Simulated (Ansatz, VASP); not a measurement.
## Ti: VASP beside Ansatz

```xyz
1
Lattice="-1.7201 1.7201 1.7201 1.7201 -1.7201 1.7201 1.7201 1.7201 -1.7201" Properties=species:S:1:pos:R:3 pbc="T T T"
Ti    0.0000    0.0000    0.0000
```

Alike in both runs: task single point; functional PBE; k mesh 22 × 22 × 22; occupations gaussian, width 0.15 eV; no spin polarisation.

|  | VASP | Ansatz |
| --- | --- | --- |
| version | VASP 6.6.1 | Ansatz 0.2.0 |
| potentials or method | VASP PAW PBE potentials, release 64 (Ti_sv), cutoff 520 eV | scalar-relativistic, plane waves, PAW |
| valence electrons in the cell | 12 | 12 |

```csv
,VASP,Ansatz,Ansatz less VASP
gap on the k mesh at the Fermi level (eV),none,none,-
pressure (GPa),-13.1,-13.1,+0.07
```

A gap of «none» marks a metal or a gap that the smearing closes. With one functional, cell and mesh, what is left measures potentials, basis and numerics.
